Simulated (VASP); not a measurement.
# CdAgC4N4 (P-43m) in VASP: single point with PBE

Aim: the single point of CdAgC4N4 with PBE.

Everything below comes from runs of VASP 6.6.1. Logs are shortened: lines on timing, memory, paths and dates and some standing lists are left out, and cuts for length are marked.

## 1. The cell of the first run

The structure is cubic, space group P-43m (No. 215). Conventional cell: a = 6.108 Å, b = 6.108 Å, c = 6.108 Å, α = 90.00°, β = 90.00°, γ = 90.00°. Cd (site symmetry -43m) has 4 N at 2.10 Å within 2.8 Å. Ag (site symmetry -43m) has 4 C at 2.02 Å within 2.7 Å. Within 1.6 Å of C (site symmetry 3m) lie 1 N at 1.17 Å. Within 1.6 Å of N (site symmetry 3m) lie 1 C at 1.17 Å.

## 2. Single point, PBE

Contents of INCAR:

```
SYSTEM = CdAgC4N4
  PREC = Accurate
  ENCUT = 520
  EDIFF = 1E-6
  ISMEAR = 0
  SIGMA = 0.1
  LREAL = .FALSE.
  LASPH = .TRUE.
  NELM = 80
  ALGO = Normal
  ISIF = 2
  LWAVE = .FALSE.
  LCHARG = .FALSE.
  GGA = PE
  NBANDS = 40
```

Contents of KPOINTS:

```
regular mesh
0
G
  4 4 4
  0 0 0
```

Contents of POSCAR:

```
CdAgC4N4
1.0
    6.1077885000      0.0000000000      0.0000000000
    0.0000000000      6.1077885000      0.0000000000
    0.0000000000      0.0000000000      6.1077885000
Cd Ag C N
1 1 4 4
Direct
    0.5000000000      0.5000000000      0.5000000000
    0.0000000000      0.0000000000      0.0000000000
    0.1911333800      0.1911333800      0.1911333800
    0.1911333800      0.8088666200      0.8088666200
    0.8088666200      0.1911333800      0.8088666200
    0.8088666200      0.8088666200      0.1911333800
    0.3017298400      0.3017298400      0.3017298400
    0.3017298400      0.6982701600      0.6982701600
    0.6982701600      0.3017298400      0.6982701600
    0.6982701600      0.6982701600      0.3017298400
```

Potentials or basis: VASP PAW PBE potentials, release 64 (Cd, Ag, C, N).

Launch:

```console
cat potpaw_PBE.64/Cd/POTCAR potpaw_PBE.64/Ag/POTCAR potpaw_PBE.64/C/POTCAR potpaw_PBE.64/N/POTCAR > POTCAR
mpirun -np 1 vasp_std > vasp.out
```

OUTCAR:

```text
SYSTEM = CdAgC4N4
   PREC = Accurate
   ENCUT = 520
   EDIFF = 1E-6
   ISMEAR = 0
   LREAL = .FALSE.
   LASPH = .TRUE.
   NELM = 80
   ISIF = 2
   GGA = PE

 ion  position               nearest neighbor table
   1  0.500  0.500  0.500-   7 2.10   8 2.10   9 2.10  10 2.10
   2  0.000  0.000  0.000-   3 2.02   4 2.02   5 2.02   6 2.02
   3  0.191  0.191  0.191-   7 1.17   2 2.02
   4  0.191  0.809  0.809-   8 1.17   2 2.02
   5  0.809  0.191  0.809-   9 1.17   2 2.02
   6  0.809  0.809  0.191-  10 1.17   2 2.02
   7  0.302  0.302  0.302-   3 1.17   1 2.10
   8  0.302  0.698  0.698-   4 1.17   1 2.10
   9  0.698  0.302  0.698-   5 1.17   1 2.10
  10  0.698  0.698  0.302-   6 1.17   1 2.10

  LATTYP: Found a simple cubic cell.
 ALAT       =     6.1077885000

  Lattice vectors:

 A1 = (   6.1077885000,   0.0000000000,   0.0000000000)
 A2 = (   0.0000000000,   6.1077885000,   0.0000000000)
 A3 = (   0.0000000000,   0.0000000000,   6.1077885000)

Analysis of symmetry for initial positions (statically):
=====================================================================
 Subroutine PRICEL returns:
 Original cell was already a primitive cell.

 Routine SETGRP: Setting up the symmetry group for a
 simple cubic supercell.

 Subroutine GETGRP returns: Found 24 space group operations
 (whereof 24 operations were pure point group operations)
 out of a pool of 48 trial point group operations.

The static configuration has the point symmetry T_d .

Analysis of symmetry for dynamics (positions and initial velocities):
=====================================================================
 Subroutine PRICEL returns:
 Original cell was already a primitive cell.

 Routine SETGRP: Setting up the symmetry group for a
 simple cubic supercell.

 Subroutine GETGRP returns: Found 24 space group operations
 (whereof 24 operations were pure point group operations)
 out of a pool of 48 trial point group operations.

The dynamic configuration has the point symmetry T_d .

 Subroutine INISYM returns: Found 24 space group operations
 (whereof 24 operations are pure point group operations),
 and found     1 'primitive' translations

----------------------------------------------------------------------------------------

                                     Primitive cell

[... 97 lines left out ...]
   ISIF   =      2    stress and relaxation
   ISYM   =      2    0-nonsym 1-usesym 2-fastsym
   POTIM  = 0.5000    time-step for ionic-motion
   TEBEG  =    0.0;   TEEND  =   0.0 temperature during run
   PSTRESS=    0.0 pullay stress
   NELECT =      59.0000    total number of electrons
   NUPDOWN=      -1.0000    fix difference up-down
   EMIN   =  10.00;   EMAX   =-10.00  energy-range for DOS
   EFERMI =   0.00;   METHOD = LEGACY
   ISMEAR =     0;   SIGMA  =   0.10  broadening in eV -4-tet -1-fermi 0-gaus
   EFERMI_NEDOS =   21; number of points for ismear=-14 and -15
   IALGO  =     38    algorithm
   IMIX   =      4    mixing-type and parameters
     AMIX     =   0.40;   BMIX     =  1.00
     AMIX_MAG =   1.60;   BMIX_MAG =  1.00
  volume/ion in A,a.u.               =      22.79       153.76
  Fermi-wavevector in a.u.,A,eV,Ry     =   1.043458  1.971849 14.814077  1.088804
  Thomas-Fermi vector in A             =   2.178168
   LORBIT       =      0    0 simple, 1 ext, 2 COOP (PROOUT), +10 PAW based schemes
   GGA     = PE    functional components
   LHFCALC =     F    Hartree Fock is set to
   AEXX    =    0.0000 exact exchange contribution
   IVDW    =     0    specifies the selected vdW correction
   LEPSILON=     F    determine dielectric tensor
   LRPA    =     F    only Hartree local field effects (RPA)
 non-spin polarized calculation
 Gauss-broadening in eV      SIGMA  =   0.10
  energy-cutoff  :      520.00
  volume of cell :      227.85
 maximum number of plane-waves:      6158
 NGX is ok and might be reduce to    48
   NGX = 23   NGY = 23   NGZ = 23

 number of electron      58.9999988 magnetization

 Free energy of the ion-electron system (eV)
  ---------------------------------------------------
  ext. energy  EPLUGINS =         0.00000000
  ---------------------------------------------------
  free energy    TOTEN  =       -66.79456583 eV

  energy without entropy =      -66.72553912  energy(sigma->0) =      -66.76005247

 E-fermi :  -2.5732     XC(G=0):  -6.9679

 val. band max:       -2.6018514467   @ k =   0.5000   0.2500   0.2500
 cond. band min:      -2.5653090960   @ k =   0.5000   0.2500   0.0000
 fundamental gap:      0.0365423508
 Fermi energy:        -2.5732181451

 k-point     1 :       0.0000    0.0000    0.0000
  band No.  band energies     occupation
      1     -18.9046      2.00000
      2     -18.8242      2.00000
      3     -18.8242      2.00000
      4     -18.8242      2.00000
      5     -10.1298      2.00000
      6     -10.1298      2.00000
[... 419 lines left out ...]
     39       4.2255      0.00000
     40       5.6106      0.00000

------------------------ aborting loop because EDIFF is reached ----------------------------------------

  FORCE on cell =-STRESS in cart. coord.  units (eV):
  Direction    XX          YY          ZZ          XY          YZ          ZX
  --------------------------------------------------------------------------------------
  -------------------------------------------------------------------------------------
  Total        6.5830259      6.5830259      6.5830259     -0.0000000     -0.0000000      0.0000000
  in kB       46.2896798     46.2896798     46.2896798     -0.0000000     -0.0000000      0.0000000
  external PRESSURE =      46.2896798 kB  Pullay stress =       0.0000000 kB

 VOLUME and BASIS-vectors are now :
 -----------------------------------------------------------------------------
  energy-cutoff  :      520.00
  volume of cell :      227.85
      direct lattice vectors                 reciprocal lattice vectors
     6.107788500  0.000000000  0.000000000     0.163725381  0.000000000  0.000000000
     0.000000000  6.107788500  0.000000000     0.000000000  0.163725381  0.000000000
     0.000000000  0.000000000  6.107788500     0.000000000  0.000000000  0.163725381

 POSITION                                       TOTAL-FORCE (eV/Angst)
 -----------------------------------------------------------------------------------
      3.05389      3.05389      3.05389        -0.000000     -0.000000     -0.000000
      0.00000      0.00000      0.00000        -0.000000     -0.000000     -0.000000
      1.16740      1.16740      1.16740         0.609194      0.609194      0.609194
      1.16740      4.94039      4.94039         0.609194     -0.609194     -0.609194
      4.94039      1.16740      4.94039        -0.609194      0.609194     -0.609194
      4.94039      4.94039      1.16740        -0.609194     -0.609194      0.609194
      1.84290      1.84290      1.84290        -0.455072     -0.455072     -0.455072
      1.84290      4.26489      4.26489        -0.455072      0.455072      0.455072
      4.26489      1.84290      4.26489         0.455072     -0.455072      0.455072
      4.26489      4.26489      1.84290         0.455072      0.455072     -0.455072
 -----------------------------------------------------------------------------------
    total drift:                                0.000000      0.000000     -0.000000

  FREE ENERGIE OF THE ION-ELECTRON SYSTEM (eV)
  ---------------------------------------------------
  free  energy   TOTEN  =       -66.7945658293 eV

  energy  without entropy=      -66.7255391160  energy(sigma->0) =      -66.76005247
```

OSZICAR:

```text
N       E                     dE             d eps       ncg     rms          rms(c)
DAV:   1     0.393753777221E+03    0.39375E+03   -0.27185E+04   800   0.126E+03
DAV:   2    -0.383615175374E+02   -0.43212E+03   -0.42090E+03  1016   0.311E+02
DAV:   3    -0.775517658346E+02   -0.39190E+02   -0.38669E+02   960   0.949E+01
DAV:   4    -0.783816247475E+02   -0.82986E+00   -0.82684E+00   936   0.158E+01
DAV:   5    -0.783932664106E+02   -0.11642E-01   -0.11639E-01  1024   0.174E+00    0.264E+01
DAV:   6    -0.691190743622E+02    0.92742E+01   -0.49552E+01  1008   0.589E+01    0.280E+01
DAV:   7    -0.670405802468E+02    0.20785E+01   -0.12807E+01   880   0.285E+01    0.128E+01
DAV:   8    -0.668227378583E+02    0.21784E+00   -0.23021E+00  1008   0.111E+01    0.450E+00
DAV:   9    -0.667924125727E+02    0.30325E-01   -0.27209E-01   896   0.452E+00    0.133E+00
DAV:  10    -0.667946839162E+02   -0.22713E-02   -0.22849E-02   912   0.106E+00    0.509E-01
DAV:  11    -0.667944652663E+02    0.21865E-03   -0.73705E-03   984   0.463E-01    0.224E-01
DAV:  12    -0.667945399574E+02   -0.74691E-04   -0.67501E-04   872   0.213E-01    0.953E-02
DAV:  13    -0.667945537872E+02   -0.13830E-04   -0.25230E-04   904   0.982E-02    0.224E-02
DAV:  14    -0.667945644280E+02   -0.10641E-04   -0.33140E-05   888   0.507E-02    0.967E-03
DAV:  15    -0.667945657154E+02   -0.12875E-05   -0.34463E-06   880   0.132E-02    0.209E-03
DAV:  16    -0.667945658293E+02   -0.11384E-06   -0.38816E-07   632   0.539E-03
   1 F= -.66794566E+02 E0= -.66760052E+02  d E =-.690267E-01
```

stdout:

```text
POSCAR found type information on POSCAR CdAgC N
 POSCAR found :  4 types and      10 ions
 scaLAPACK will be used
 LDA part: xc-table for (Slater+PW92), standard interpolation
 POSCAR, INCAR and KPOINTS ok, starting setup
 FFT: planning ... GRIDC
 FFT: planning ... GRID_SOFT
 FFT: planning ... GRID
 WAVECAR not read
 entering main loop
```

Run time: 3.7 min. Hardware: 1 thread of Oxide Virtual Turin-like, shared host; peak memory 0.35 GiB.

Results:

| Item | Value |
| --- | --- |
| Free energy | -66.7946 eV |
| Pressure | 4.6 GPa |
| Largest force | 1.055 eV/Å |

Forces on the atoms (eV/Å):
```
Cd   0.000  0.000  0.000
Ag   0.000  0.000  0.000
C    0.609  0.609  0.609
C    0.609 -0.609 -0.609
C   -0.609  0.609 -0.609
C   -0.609 -0.609  0.609
N   -0.455 -0.455 -0.455
N   -0.455  0.455  0.455
N    0.455 -0.455  0.455
N    0.455  0.455 -0.455
```

Levels at points of the mesh, in eV from the Fermi level:
| k point | band 26 | band 27 | band 28 | band 29 | band 30 | band 31 | band 32 | band 33 | band 34 | band 35 |
| --- | --- | --- | --- | --- | --- | --- | --- | --- | --- | --- |
| (0.00, 0.00, 0.00) | -1.89 | -1.89 | -0.28 | -0.28 | -0.28 | 5.29 | 5.29 | 5.29 | 5.99 | 5.99 |
| (0.50, 0.00, 0.00) | -1.87 | -1.66 | -0.24 | 0.01 | 0.01 | 5.28 | 5.28 | 5.60 | 5.71 | 6.12 |
| (0.50, 0.50, 0.00) | -1.71 | -1.71 | -0.25 | 0.01 | 0.01 | 5.53 | 5.63 | 5.64 | 5.64 | 6.05 |
| (0.50, 0.50, 0.50) | -1.62 | -1.62 | -0.24 | -0.24 | -0.24 | 5.64 | 5.64 | 5.64 | 6.07 | 6.07 |

Caveat: forces of over 1 eV/Å act on the atoms, so gaps and moduli don't describe the material at rest.
